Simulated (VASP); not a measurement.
Input of a VASP 6.6.1 run:

INCAR

```
SYSTEM = Cs2Be3
PREC = Accurate ; ENCUT = 600
EDIFF = 1E-6 ; ISMEAR = 0
SIGMA = 0.1 ; LREAL = .FALSE.
LASPH = .TRUE. ; NELM = 100
ALGO = Normal ; ISIF = 3
LWAVE = .FALSE. ; LCHARG = .FALSE.
GGA = PE ; IBRION = 2
NSW = 100 ; EDIFFG = -0.01
```

File KPOINTS:

```
Automatic mesh
0
G
  6 6 6
  0 0 0
```

File POSCAR:

```
Cs2Be3
1.0
    6.3221307339      0.0000000000      0.0000000000
    0.0000000000      6.3221307339      0.0000000000
    0.0000000000      0.0000000000      6.3221307339
Cs Be
2 3
Direct
    0.5000000000      0.5000000000      0.5000000000
    0.0000000000      0.0000000000      0.0000000000
    0.0000000000      0.5000000000      0.5000000000
    0.5000000000      0.0000000000      0.5000000000
    0.5000000000      0.5000000000      0.0000000000
```

Potentials or basis: VASP PAW PBE potentials, release 64 (Cs_sv, Be).

The run is started by

```bash
$ cat potpaw_PBE.64/Cs_sv/POTCAR potpaw_PBE.64/Be/POTCAR > POTCAR
$ mpirun -np 1 vasp_std > vasp.out
```

Problem. What does it give for the space group after relaxing (to 0.05 Å)?

Solution. Pm-3m (No. 221).

Problem. Predict the relaxed volume.

Solution. 52.83 Å³/atom.

Problem. Predict the relaxed cell.

Solution. a = 6.416 Å, b = 6.416 Å, c = 6.416 Å, α = 90.00°, β = 90.00°, γ = 90.00°.

Final structure:
```
Cs Be
1.0
     6.41615    0.00000    0.00000
     0.00000    6.41615    0.00000
     0.00000    0.00000    6.41615
Cs Be
2 3
Direct
  0.50000 0.50000 0.50000
  0.00000 0.00000 0.00000
  0.00000 0.50000 0.50000
  0.50000 0.00000 0.50000
  0.50000 0.50000 0.00000
```
